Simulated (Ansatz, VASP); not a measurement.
**Two plane-wave programs on TiAl**

```
CELL_PARAMETERS angstrom
2.86860 0.00000 0.00000
-1.43430 2.48428 0.00000
0.00000 0.00000 4.63387
ATOMIC_POSITIONS crystal
Ti 0.00000 0.00000 0.00000
Al 0.33333 0.66667 0.50000
```

Alike in both runs: functional r2SCAN; k mesh 18 × 18 × 10; occupations gaussian, width 0.1 eV; no spin polarisation.

Ansatz relaxed the structure, and its values are those at the end. VASP's run is a single point on that final structure, the one shown.

|  | VASP | Ansatz |
| --- | --- | --- |
| version | VASP 6.6.1 | Ansatz 0.2.0 |
| potentials or method | VASP PAW PBE potentials, release 64 (Ti_sv, Al), cutoff 520 eV | scalar-relativistic, plane waves, PAW |
| valence electrons in the cell | 15 | 15 |

|  | VASP | Ansatz | Ansatz less VASP |
| --- | --- | --- | --- |
| gap on the k mesh at the Fermi level (eV) | none | none | - |
| pressure (GPa) | 0.1 | 0.0 | -0.09 |

VASP's potentials were made for PBE, not for r2SCAN. A gap of «none» marks a metal or a gap that the smearing closes. With one functional, cell and mesh, what is left measures potentials, basis and numerics.
